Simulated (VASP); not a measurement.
# Pt (P6_3/mmc) in VASP: a series of runs, part 2 of 2

VASP 6.6.1. Earlier steps stand in the parts before.

## (3) Single point, PBEsol (13.77 Å³/atom)

This run uses another cell than the first one, of 13.77 Å³/atom.

Input file INCAR:

```
PREC = Accurate
ENCUT = 520
EDIFF = 1E-6
ISMEAR = 0
SIGMA = 0.1
LREAL = F
LASPH = T
NELM = 80
ALGO = Normal
ISIF = 2
LWAVE = F
LCHARG = F
GGA = PS
NBANDS = 17
```

Input file KPOINTS:

```
regular mesh
0
Gamma
  18 18 10
```

Input file POSCAR:

```
Pt
1.0
    2.6508541232      0.0000000000      0.0000000000
   -1.3254270616      2.2957070124      0.0000000000
    0.0000000000      0.0000000000      4.5267142053
Pt
2
Direct
    0.6666666667      0.3333333333      0.7500000000
    0.3333333333      0.6666666667      0.2500000000
```

Potentials or basis: VASP PAW PBE potentials, release 64 (Pt).

On the command line:

```
$ cat potpaw_PBE.64/Pt/POTCAR > POTCAR
$ mpirun -np 1 vasp_std > vasp.out
```

OUTCAR:

```text
PREC = Accurate
   ENCUT = 520
   EDIFF = 1E-6
   ISMEAR = 0
   LREAL = F
   LASPH = T
   NELM = 80
   ISIF = 2
   GGA = PS

 ion  position               nearest neighbor table
   1  0.667  0.333  0.750-   2 2.73   2 2.73   2 2.73   2 2.73   2 2.73   2 2.73
   2  0.333  0.667  0.250-   1 2.73   1 2.73   1 2.73   1 2.73   1 2.73   1 2.73

  LATTYP: Found a hexagonal cell.
 ALAT       =     2.6508541232
 C/A-ratio  =     1.7076436480

  Lattice vectors:

 A1 = (   2.6508541232,   0.0000000000,   0.0000000000)
 A2 = (  -1.3254270616,   2.2957070124,   0.0000000000)
 A3 = (   0.0000000000,   0.0000000000,   4.5267142053)

Analysis of symmetry for initial positions (statically):
=====================================================================
 Subroutine PRICEL returns:
 Original cell was already a primitive cell.

 Routine SETGRP: Setting up the symmetry group for a
 hexagonal supercell.

 Subroutine GETGRP returns: Found 24 space group operations
 (whereof 12 operations were pure point group operations)
 out of a pool of 24 trial point group operations.

The static configuration has the point symmetry D_3d.
 The point group associated with its full space group is D_6h.

Analysis of symmetry for dynamics (positions and initial velocities):
=====================================================================
 Subroutine PRICEL returns:
 Original cell was already a primitive cell.

 Routine SETGRP: Setting up the symmetry group for a
 hexagonal supercell.

 Subroutine GETGRP returns: Found 24 space group operations
 (whereof 12 operations were pure point group operations)
 out of a pool of 24 trial point group operations.

The dynamic configuration has the point symmetry D_3d.
 The point group associated with its full space group is D_6h.

 Subroutine INISYM returns: Found 24 space group operations
 (whereof 12 operations are pure point group operations),
 and found     1 'primitive' translations

----------------------------------------------------------------------------------------

                                     Primitive cell

  volume of cell :      27.5477

  direct lattice vectors                    reciprocal lattice vectors
     2.650854123  0.000000000  0.000000000     0.377236903  0.217797828  0.000000000
    -1.325427062  2.295707012  0.000000000     0.000000000  0.435595655  0.000000000
     0.000000000  0.000000000  4.526714205     0.000000000  0.000000000  0.220910788

  length of vectors
     2.650854123  2.650854123  4.526714205     0.435595655  0.435595655  0.220910788

  position of ions in fractional coordinates (direct lattice)
     0.666666667  0.333333333  0.750000000
     0.333333333  0.666666667  0.250000000

  ion indices of the primitive-cell ions
   primitive index   ion index
                 1           1
                 2           2

----------------------------------------------------------------------------------------

 KPOINTS: regular mesh

Automatic generation of k-mesh.
 Grid dimensions read from file:
 generate k-points for:   18   18   10

 Generating k-lattice:

  Cartesian coordinates                     Fractional coordinates (reciprocal lattice)
     0.020957606  0.012099879  0.000000000     0.055555556  0.000000000  0.000000000
     0.000000000  0.024199759  0.000000000     0.000000000  0.055555556  0.000000000
     0.000000000  0.000000000  0.022091079     0.000000000  0.000000000  0.100000000

  Length of vectors
     0.024199759  0.024199759  0.022091079

  Shift w.r.t. Gamma in fractional coordinates (k-lattice)
     0.000000000  0.000000000  0.000000000

 Subroutine IBZKPT returns following result:
 ===========================================

 Found    222 irreducible k-points:

 Following reciprocal coordinates:
            Coordinates               Weight
  0.000000  0.000000  0.000000      1.000000
  0.055556  0.000000  0.000000      6.000000
  0.111111  0.000000  0.000000      6.000000
  0.166667  0.000000  0.000000      6.000000
  0.222222  0.000000  0.000000      6.000000
  0.277778  0.000000  0.000000      6.000000
[... 16 lines left out ...]
  0.333333  0.111111  0.000000     12.000000
  0.388889  0.111111  0.000000     12.000000
 [... further k-points ...]
   k-points           NKPTS =    222   k-points in BZ     NKDIM =    222   number of bands    NBANDS=     17
   number of dos      NEDOS =    301   number of ions     NIONS =      2
   total plane-waves  NPLWV =  14400
   dimension x,y,z NGX =    20 NGY =   20 NGZ =   36
   dimension x,y,z NGXF=    40 NGYF=   40 NGZF=   72
   ions per type =               2
   NGX,Y,Z   is equivalent  to a cutoff of  12.54, 12.54, 13.22 a.u.
   NGXF,Y,Z  is equivalent  to a cutoff of  25.09, 25.09, 26.44 a.u.
 SYSTEM =  unknown system
   PREC   = accura    normal or accurate (medium, high low for compatibility)
   ISTART =      0    job   : 0-new  1-cont  2-samecut
   ICHARG =      2    charge: 1-file 2-atom 10-const
   ISPIN  =      1    spin polarized calculation?
   LNONCOLLINEAR =      F non collinear calculations
   LSORBIT =      F    spin-orbit coupling
   LASPH  =      T    aspherical Exc in radial PAW
   ENCUT  =  520.0 eV  38.22 Ry    6.18 a.u.   4.93  4.93  8.42*2*pi/ulx,y,z
   NELM   =     80;   NELMIN=  2; NELMDL= -5     # of ELM steps
   EDIFF  = 0.1E-05   stopping-criterion for ELM
   LREAL  =      F    real-space projection
   EDIFFG = 0.1E-04   stopping-criterion for IOM
   NSW    =      0    number of steps for IOM
   IBRION =     -1    ionic relax: 0-MD 1-quasi-New 2-CG
   NFREE  =      0    steps in history (QN), initial steepest desc. (CG)
   ISIF   =      2    stress and relaxation
   ISYM   =      2    0-nonsym 1-usesym 2-fastsym
   POTIM  = 0.5000    time-step for ionic-motion
   TEBEG  =    0.0;   TEEND  =   0.0 temperature during run
   PSTRESS=    0.0 pullay stress
   NELECT =      20.0000    total number of electrons
   NUPDOWN=      -1.0000    fix difference up-down
   EMIN   =  10.00;   EMAX   =-10.00  energy-range for DOS
   EFERMI =   0.00;   METHOD = LEGACY
   ISMEAR =     0;   SIGMA  =   0.10  broadening in eV -4-tet -1-fermi 0-gaus
   EFERMI_NEDOS =   21; number of points for ismear=-14 and -15
   IALGO  =     38    algorithm
   IMIX   =      4    mixing-type and parameters
     AMIX     =   0.40;   BMIX     =  1.00
     AMIX_MAG =   1.60;   BMIX_MAG =  1.00
  volume/ion in A,a.u.               =      13.77        92.95
  Fermi-wavevector in a.u.,A,eV,Ry     =   1.471374  2.780493 29.455812  2.164941
  Thomas-Fermi vector in A             =   2.586517
   LORBIT       =      0    0 simple, 1 ext, 2 COOP (PROOUT), +10 PAW based schemes
   GGA     = PS    functional components
   LHFCALC =     F    Hartree Fock is set to
   AEXX    =    0.0000 exact exchange contribution
   IVDW    =     0    specifies the selected vdW correction
   LEPSILON=     F    determine dielectric tensor
   LRPA    =     F    only Hartree local field effects (RPA)
 non-spin polarized calculation
 Gauss-broadening in eV      SIGMA  =   0.10
  energy-cutoff  :      520.00
  volume of cell :       27.55
 maximum number of plane-waves:       771
 NGX is ok and might be reduce to    20
   NGX =  9   NGY =  9   NGZ = 17

 number of electron      20.0000002 magnetization

 Free energy of the ion-electron system (eV)
  ---------------------------------------------------
  ext. energy  EPLUGINS =         0.00000000
  ---------------------------------------------------
  free energy    TOTEN  =       -13.55173121 eV

  energy without entropy =      -13.53478166  energy(sigma->0) =      -13.54325643

 E-fermi :  12.9057     XC(G=0): -14.1665

 val. band max:       12.9031163511   @ k =   0.2222   0.0000   0.0000
 cond. band min:      12.9125627421   @ k =   0.3889   0.1667   0.1000
 fundamental gap:      0.0094463910
 Fermi energy:        12.9056731446

 k-point     1 :       0.0000    0.0000    0.0000
  band No.  band energies     occupation
      1       1.5687      2.00000
      2       4.4027      2.00000
      3       8.1179      2.00000
      4       8.6345      2.00000
      5       8.6345      2.00000
      6       9.1338      2.00000
[... 9 lines left out ...]
     16      30.1747      0.00000
     17      35.1863      0.00000
[... 441 lines left out ...]
 k-point    24 :       0.3889    0.1111    0.0000
  band No.  band energies     occupation
      1       5.4304      2.00000
      2       5.5719      2.00000
      3       5.9556      2.00000
      4       8.5703      2.00000
      5       8.7837      2.00000
      6       8.8881      2.00000
[... 9 lines left out ...]
     16      26.1797      0.00000
     17      27.1612      0.00000

 [... further k-points ...]

------------------------ aborting loop because EDIFF is reached ----------------------------------------

  FORCE on cell =-STRESS in cart. coord.  units (eV):
  Direction    XX          YY          ZZ          XY          YZ          ZX
  --------------------------------------------------------------------------------------
  -------------------------------------------------------------------------------------
  Total        5.7984286      5.7984286      5.7651631      0.0000000      0.0000000      0.0000000
  in kB      337.2372436    337.2372435    335.3025175      0.0000000      0.0000000      0.0000000
  external PRESSURE =     336.5923349 kB  Pullay stress =       0.0000000 kB

 VOLUME and BASIS-vectors are now :
 -----------------------------------------------------------------------------
  energy-cutoff  :      520.00
  volume of cell :       27.55
      direct lattice vectors                 reciprocal lattice vectors
     2.650854123  0.000000000  0.000000000     0.377236903  0.217797828  0.000000000
    -1.325427062  2.295707012  0.000000000     0.000000000  0.435595655  0.000000000
     0.000000000  0.000000000  4.526714205     0.000000000  0.000000000  0.220910788

 POSITION                                       TOTAL-FORCE (eV/Angst)
 -----------------------------------------------------------------------------------
      1.32543      0.76524      3.39504         0.000000     -0.000000      0.000000
     -0.00000      1.53047      1.13168        -0.000000      0.000000      0.000000
 -----------------------------------------------------------------------------------
    total drift:                                0.000000     -0.000000      0.000000

  FREE ENERGIE OF THE ION-ELECTRON SYSTEM (eV)
  ---------------------------------------------------
  free  energy   TOTEN  =       -13.5517312128 eV

  energy  without entropy=      -13.5347816567  energy(sigma->0) =      -13.54325643
```

OSZICAR:

```text
N       E                     dE             d eps       ncg     rms          rms(c)
DAV:   1     0.104745183586E+03    0.10475E+03   -0.10632E+04  7572   0.115E+03
DAV:   2    -0.125218136554E+02   -0.11727E+03   -0.11189E+03  8273   0.255E+02
DAV:   3    -0.143958004406E+02   -0.18740E+01   -0.18572E+01  9241   0.324E+01
DAV:   4    -0.144046965187E+02   -0.88961E-02   -0.88950E-02  9069   0.232E+00
DAV:   5    -0.144047779457E+02   -0.81427E-04   -0.81427E-04  9285   0.226E-01    0.249E+01
DAV:   6    -0.136783640033E+02    0.72641E+00   -0.93489E-01  7910   0.884E+00    0.130E+01
DAV:   7    -0.135635053596E+02    0.11486E+00   -0.29200E-01  8793   0.494E+00    0.286E+00
DAV:   8    -0.135523579480E+02    0.11147E-01   -0.39328E-02  8387   0.173E+00    0.100E+00
DAV:   9    -0.135517197478E+02    0.63820E-03   -0.76054E-04  8813   0.244E-01    0.489E-02
DAV:  10    -0.135517292923E+02   -0.95446E-05   -0.11203E-05  9501   0.213E-02    0.943E-03
DAV:  11    -0.135517312127E+02   -0.19203E-05   -0.90492E-07  5430   0.776E-03    0.459E-03
DAV:  12    -0.135517312128E+02   -0.14370E-09   -0.91872E-08  4142   0.279E-03
   1 F= -.13551731E+02 E0= -.13543256E+02  d E =-.169496E-01
```

Run time: 30 s. Hardware: 1 thread of Intel Xeon 6975P-C (Granite Rapids), shared host; peak memory 0.21 GiB.

Results:

- Free energy: -13.5517 eV
- Pressure: 33.7 GPa
- Band gap on the k mesh: zero (bands 10 and 11 overlap by 1.60 eV)

Caveat: the cell stands under pressure; the PAW data sets were made with another functional, which shifts forces and pressure a little; spin-orbit coupling is left out, which moves the levels of the heavy elements.
